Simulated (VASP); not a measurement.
Write the native input for VASP 6.6.1 that does the following.

- Task: electric field gradients
- Functional: PBE
- Potentials or basis: VASP PAW PBE potentials, release 64 (W_sv, S)
- Cutoff: 520 eV
- k mesh: 13 × 13 × 13
- Occupations: fermi-dirac, width 0.08 eV
- Spin: no spin polarisation
- Dipole correction: no
- Further INCAR settings: ALGO = Normal; EDIFF = 1e-08; NBANDS = 20

The structure of WS2 lies in POSCAR:

```
WS2
1.0
    1.5467668421      0.8930262526      6.0375124514
   -1.5467668421      0.8930262526      6.0375124514
    0.0000000000     -1.7860525053      6.0375124514
W S
1 2
Direct
    0.0000000000      0.0000000000      0.0000000000
    0.7503000000      0.7503000000      0.7503000000
    0.5810000000      0.5810000000      0.5810000000
```

These files were run (other wordings do the same):

INCAR

```
PREC = Accurate ; ENCUT = 520
EDIFF = 1E-8 ; ISMEAR = -1
SIGMA = 0.08 ; LREAL = False
LASPH = True ; NELM = 80
ALGO = Normal ; ISIF = 2
LWAVE = False ; LCHARG = False
GGA = PE ; LEFG = True
NBANDS = 20
```

KPOINTS

```
regular mesh
0
Gamma
  13 13 13
```

Potentials or basis: VASP PAW PBE potentials, release 64 (W_sv, S).

Run with:

```sh
$ cat potpaw_PBE.64/W_sv/POTCAR potpaw_PBE.64/S/POTCAR > POTCAR
$ mpirun -np 1 vasp_std > vasp.out
```

It gave:

```json
{
 "Pressure": "17.0 GPa",
 "Largest force": "1.767 eV/Å",
 "Band gap on the k mesh": "1.03 eV (least direct gap 2.29 eV)",
 "Largest electric field gradient by atom": "W -166.5; S -53.4, -45.5 V/Å²"
}
```

Caveat: the cell stands under pressure; without QUAD_EFG the Cq values of the log hold for a quadrupole moment of 1 mb, not for the nuclei; spin-orbit coupling is left out, which moves the levels of the heavy elements; forces of over 1 eV/Å act on the atoms, so gaps and moduli don't describe the material at rest.

Run time: 8.7 min on 1 thread of AMD EPYC 9R45 (Zen 5) (shared host), peak memory 0.42 GiB.
